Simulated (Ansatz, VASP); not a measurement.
## One calculation of Al12H, two programs

File INCAR:

```
PREC = Accurate ; ENCUT = 520
EDIFF = 1E-7 ; ISMEAR = 0
SIGMA = 0.1 ; LREAL = False
LASPH = True ; NELM = 150
ALGO = Normal ; ISIF = 2
LWAVE = False ; LCHARG = True
ISPIN = 2 ; MAGMOM = 0 0 0 0 0 0 0 0 0 0 0 0 1
LORBIT = 11 ; LDIPOL = True
IDIPOL = 3 ; DIPOL = 0.5 0.5 0.302
GGA = PE ; LELF = True
LVHAR = True ; LVACPOTAV = True
NBANDS = 34
```

KPOINTS

```
regular mesh
0
Gamma
  6 6 1
```

POSCAR

```
Al12H
1.0
    5.7143028096      0.0000000000      0.0000000000
   -2.8571514048      4.9487313980      0.0000000000
    0.0000000000      0.0000000000     21.6016424764
Al H
12 1
Direct
    0.3333333333      0.1666666667      0.1851711047
    0.3333333333      0.6666666667      0.1851711047
    0.8333333333      0.1666666667      0.1851711047
    0.8333333333      0.6666666667      0.1851711047
    0.1666666667      0.3333333333      0.2916873740
    0.1666666667      0.8333333333      0.2916873740
    0.6666666667      0.3333333333      0.2916873740
    0.6666666667      0.8333333333      0.2916873740
    0.0000000000      0.0000000000      0.3981939098
    0.0000000000      0.5000000000      0.3981939098
    0.5000000000      0.0000000000      0.3981939098
    0.5000000000      0.5000000000      0.3981939098
    0.1666666667     -0.1666666667      0.4301359254
```

Input for Ansatz:

```yaml
crystal:
  lattice:
    - [5.7143028096, 0.0, 0.0]
    - [-2.8571514048, 4.948731398, 0.0]
    - [0.0, 0.0, 21.6016424764]
  atoms:
    - { symbol: Al, position: [0.3333333333, 0.1666666667, 0.1851711047] }
    - { symbol: Al, position: [0.3333333333, 0.6666666667, 0.1851711047] }
    - { symbol: Al, position: [0.8333333333, 0.1666666667, 0.1851711047] }
    - { symbol: Al, position: [0.8333333333, 0.6666666667, 0.1851711047] }
    - { symbol: Al, position: [0.1666666667, 0.3333333333, 0.291687374] }
    - { symbol: Al, position: [0.1666666667, 0.8333333333, 0.291687374] }
    - { symbol: Al, position: [0.6666666667, 0.3333333333, 0.291687374] }
    - { symbol: Al, position: [0.6666666667, 0.8333333333, 0.291687374] }
    - { symbol: Al, position: [0.0, 0.0, 0.3981939098] }
    - { symbol: Al, position: [0.0, 0.5, 0.3981939098] }
    - { symbol: Al, position: [0.5, 0.0, 0.3981939098] }
    - { symbol: Al, position: [0.5, 0.5, 0.3981939098] }
    - { symbol: H, position: [0.1666666667, -0.1666666667, 0.4301359254], spin: 1.0 }
basis:
  ecutwfc: 420
kpoints:
  mp_grid: { grid: [6, 6, 1] }
hamiltonian:
  xc: pbe
scf:
  occupations: { method: gaussian, width: 0.1 }
output:
  forces: true
  eigenvalues: true
  populations: true
magnetization:
  spin_polarized: true
efield:
  axis: 3
  dipole_correction: true
  ramp_width: 0.04
```

Alike in both runs: task single point; functional PBE; k mesh 6 × 6 × 1; occupations gaussian, width 0.1 eV; collinear spin.

|  | VASP | Ansatz |
| --- | --- | --- |
| version | VASP 6.6.1 | Ansatz 0.2.0 |
| potentials or method | VASP PAW PBE potentials, release 64 (Al, H), cutoff 520 eV | scalar-relativistic, plane waves, PAW |
| valence electrons in the cell | 37 | 37 |

VASP gave:

- gap on the k mesh at the Fermi level (eV): none
- rms of the force components (eV/Å): 0.219
- net moment per atom (μB): 0.00
- work function, face that differs most (eV): 3.89

Q: Which values does Ansatz return?

A: gap on the k mesh at the Fermi level (eV): none; rms of the force components (eV/Å): 0.220; net moment per atom (μB): 0.00; work function, face that differs most (eV): 3.89.

Atom by atom the forces differ by 0.001 eV/Å (rms over components). A gap of «none» marks a metal or a gap that the smearing closes. With one functional, cell and mesh, what is left measures potentials, basis and numerics. Ansatz's warnings: seeded moment not kept.
